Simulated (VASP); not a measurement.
A run of VASP 6.6.1:

The input INCAR:

```
PREC = Accurate
ENCUT = 500
EDIFF = 1E-6
ISMEAR = -1
SIGMA = 0.1
LREAL = F
LASPH = T
NELM = 120
ALGO = Normal
ISIF = 2
LWAVE = F
LCHARG = F
GGA = PE
NBANDS = 36
GGA_COMPAT = F
```

The input KPOINTS:

```
regular mesh
0
Gamma
  2 2 2
```

The input POSCAR:

```
Ru
1.0
    3.8113225200      0.0000000000      0.0000000000
    0.0000000000      3.8113225200      0.0000000000
    0.0000000000      0.0000000000      3.8113225200
Ru
4
Direct
    0.5000000000      0.5000000000      0.0000000000
    0.0000000000      0.0000000000      0.0000000000
    0.5000000000      0.0000000000      0.5000000000
    0.0000000000      0.5000000000      0.5000000000
```

Potentials or basis: VASP PAW PBE potentials, release 64 (Ru_pv).

The run is started by

```console
$ cat potpaw_PBE.64/Ru_pv/POTCAR > POTCAR
$ mpirun -np 1 vasp_std > vasp.out
```

Hardware: 1 thread of Intel Xeon 6975P-C, with other jobs on the host.

**Question.** Estimate the wall time of this run.

**Answer.** Wall time 9.4 s on 1 thread of Intel Xeon 6975P-C, on a shared host, peak memory 0.15 GiB. Counts: scf iterations 12, k points 4.
